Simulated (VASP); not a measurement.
Here is a VASP 6.6.1 calculation.

INCAR

```
SYSTEM = ZnSe
PREC = Accurate
ENCUT = 520
EDIFF = 1E-6
ISMEAR = 0
SIGMA = 0.05
LREAL = .FALSE.
LASPH = .TRUE.
NELM = 100
ALGO = Normal
ISIF = 2
LWAVE = .FALSE.
LCHARG = .FALSE.
GGA = PS
NBANDS = 16
```

The input KPOINTS:

```
Automatic mesh
0
G
  8 8 8
  0 0 0
```

Contents of POSCAR:

```
ZnSe
1.0
    0.0000000000      2.6992275273      2.6992275273
    2.6992275273      0.0000000000      2.6992275273
    2.6992275273      2.6992275273      0.0000000000
Zn Se
1 1
Direct
    0.0000000000      0.0000000000      0.0000000000
    0.2500000000      0.2500000000      0.2500000000
```

Potentials or basis: VASP PAW PBE potentials, release 64 (Zn, Se).

The run is started by

```bash
$ cat potpaw_PBE.64/Zn/POTCAR potpaw_PBE.64/Se/POTCAR > POTCAR
$ mpirun -np 1 vasp_std > vasp.out
```

Question: What does it give for the pressure?

Answer: 11.5 GPa.

Question: What does it give for the band gap on the k mesh?

Answer: 1.78 eV, direct.

Caveat: the PAW data sets were made with another functional, which shifts forces and pressure a little.
